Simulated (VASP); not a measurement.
Crystal: B6Br.

```
CELL_PARAMETERS angstrom
4.51978 0.00000 0.00000
0.00000 4.51978 0.00000
0.00000 0.00000 4.51978
ATOMIC_POSITIONS crystal
B 0.21000 0.50000 0.50000
B 0.50000 0.21000 0.50000
B 0.79000 0.50000 0.50000
B 0.50000 0.79000 0.50000
B 0.50000 0.50000 0.21000
B 0.50000 0.50000 0.79000
Br 0.00000 0.00000 0.00000
```

The cell was generated, and may not be a known phase.

```yaml
Program: VASP 6.6.1
Task: relaxation of cell and atoms
Functional: PBE
Potentials_or_basis: VASP PAW PBE potentials, release 64 (B, Br)
Cutoff: 600 eV
k_mesh: 4 × 4 × 4
Occupations: gaussian, width 0.1 eV
Spin: no spin polarisation
```

At the start: pressure -16.0 GPa; volume 13.19 Å³/atom.

**Question.** Where does the relaxation end?

**Answer.** Over 7 steps the energy falls by 185.7 meV/atom and the volume is 10.86 Å³/atom (-17.7 %); space group Pm-3m (No. 221, to 0.1 Å) before and after.

Step by step:
```
step  energy change (eV)  largest force (eV/Å)  pressure (GPa)  volume (Å³)
   1              0.0000                1.6072          -16.04        92.33
   2             -1.2291                1.2441            0.52        75.79
   3             -1.2686                0.5721           -3.05        77.90
   4             -1.2486                0.9513            2.98        74.91
   5             -1.2995                0.0727           -0.60        76.56
   6             -1.2995                0.0858           -0.55        76.53
   7             -1.3002                0.0330            0.37        75.99
```

Final structure:
```
B Br
1.0
     4.23567    0.00000    0.00000
     0.00000    4.23567    0.00000
     0.00000    0.00000    4.23567
B Br
6 1
Direct
  0.19724 0.50000 0.50000
  0.50000 0.19724 0.50000
  0.80276 0.50000 0.50000
  0.50000 0.80276 0.50000
  0.50000 0.50000 0.19724
  0.50000 0.50000 0.80276
  0.00000 0.00000 0.00000
```

Caveat: the volume moved by over 15 % at a fixed basis, so the end points are rough; an odd number of electrons without spin polarisation forces a metal; a magnetic or distorted state may lie lower.
